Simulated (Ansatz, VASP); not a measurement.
## Two plane-wave programs on C

```xyz
2
Lattice="2.4647 0.0000 0.0000 -1.2324 2.1345 0.0000 0.0000 0.0000 3.4604" Properties=species:S:1:pos:R:3 pbc="T T T"
C     0.0000    1.4230    0.0000
C     1.2324    0.7115    0.0000
```

Change from the starting cell: strain along c alone, the other axes held, atoms relaxed: -3.0 %.

Alike in both runs: task single point; functional PBE; dispersion D3(BJ); k mesh 24 × 24 × 14; occupations gaussian, width 0.1 eV; no spin polarisation.

|  | VASP | Ansatz |
| --- | --- | --- |
| version | VASP 6.6.1 | Ansatz 0.2.0 |
| potentials or method | VASP PAW PBE potentials, release 64 (C), cutoff 520 eV | scalar-relativistic, plane waves, PAW |
| valence electrons in the cell | 8 | 8 |

Ansatz gave:

```
gap on the k mesh at the Fermi level (eV)                     : none
pressure (GPa)                                                : 0.3
traceless stress, the component that is largest in VASP (GPa) : 0.98
```

Problem. What did VASP give for the same quantities?

Solution. gap on the k mesh at the Fermi level (eV): none; pressure (GPa): 0.7; traceless stress, the component that is largest in VASP (GPa): 0.47.

A gap of «none» marks a metal or a gap that the smearing closes.
